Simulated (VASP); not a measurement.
Write the native input for VASP 6.6.1 that does the following.

```
Task                   : single point
Functional             : PBE
Potentials or basis    : VASP PAW PBE potentials, release 64 (Rb_sv)
Cutoff                 : 520 eV
k mesh                 : 5 × 5 × 7
Occupations            : fermi-dirac, width 0.05 eV
Spin                   : no spin polarisation
Dipole correction      : no
Further INCAR settings : ALGO = Normal; EDIFF = 1e-06; NBANDS = 20
```

The structure of Rb lies in POSCAR:

```
Rb
1.0
    7.3900768994      0.0000000000      0.0000000000
   -3.6950384497      6.3999943308      0.0000000000
    0.0000000000      0.0000000000      4.4153351856
Rb
3
Direct
    0.0000000000      0.0000000000      0.0000000000
    0.3333333333      0.6666666667      0.5000000000
    0.6666666667      0.3333333333      0.5000000000
```

This isn't the form of Rb at room conditions, which is bcc.

One way to write it, as run:

INCAR

```
  ALGO = Normal
  EDIFF = 1E-6
  ENCUT = 520
  GGA = PE
  ISIF = 2
  ISMEAR = -1
  LASPH = True
  LCHARG = False
  LREAL = False
  LWAVE = False
  NBANDS = 20
  NELM = 60
  PREC = Accurate
  SIGMA = 0.05
```

KPOINTS

```
k-points
0
Gamma
  5 5 7
```

Potentials or basis: VASP PAW PBE potentials, release 64 (Rb_sv).

Command:

```bash
$ cat potpaw_PBE.64/Rb_sv/POTCAR > POTCAR
$ mpirun -np 1 vasp_std > vasp.out
```

It gave:

```
Pressure               : 1.3 GPa
Band gap on the k mesh : zero (an odd number of electrons rules out a gap without spin polarisation)
```

Run time: 54 s on 1 thread of Intel(R) Xeon(R) 6975P-C (Granite Rapids), with other jobs on the host, peak memory 0.32 GiB.
